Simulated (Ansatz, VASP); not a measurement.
Two plane-wave programs on LiSc12

```xyz
13
Lattice="6.6200 0.0000 0.0000 -4.9650 8.5996 0.0000 0.0000 0.0000 5.2761" Properties=species:S:1:pos:R:3 pbc="T T T"
Sc   -0.0878   -0.1315    0.2844
Sc   -0.1291    2.1179    2.3936
Sc   -1.6890    2.7769   -0.2729
Sc   -1.6132    4.7913    2.5904
Sc   -3.3290    5.6908    0.0069
Sc   -3.2604    7.3303    2.6657
Sc    3.3869   -0.1681    0.2617
Sc    3.4590    2.1022    2.3479
Sc    1.5854    3.0987    0.0005
Sc    1.6676    4.7778    2.6804
Sc   -0.0167    5.7398    0.0777
Sc    0.0313    7.7501    2.9183
Li    1.6734    0.9580    3.8181
```

Alike in both runs: functional PBE; dispersion D3(BJ); k mesh 2 × 1 × 2; occupations fermi-dirac, width 0.15 eV; no spin polarisation.

Ansatz relaxed the structure, and its values are those at the end. VASP's run is a single point on that final structure, the one shown.

|  | VASP | Ansatz |
| --- | --- | --- |
| version | VASP 6.6.1 | Ansatz 0.2.0 |
| potentials or method | VASP PAW PBE potentials, release 64 (Sc_sv, Li_sv), cutoff 520 eV | scalar-relativistic, plane waves, PAW |
| valence electrons in the cell | 135 | 135 |

|  | VASP | Ansatz | Ansatz less VASP |
| --- | --- | --- | --- |
| rms of the force components (eV/Å) | 0.013 | 0.013 | -0.0002 |

The k mesh is coarse, so the values compare programs but aren't converged. Noted on VASP's run: the cutoff is short for stress, so the pressure is rough.
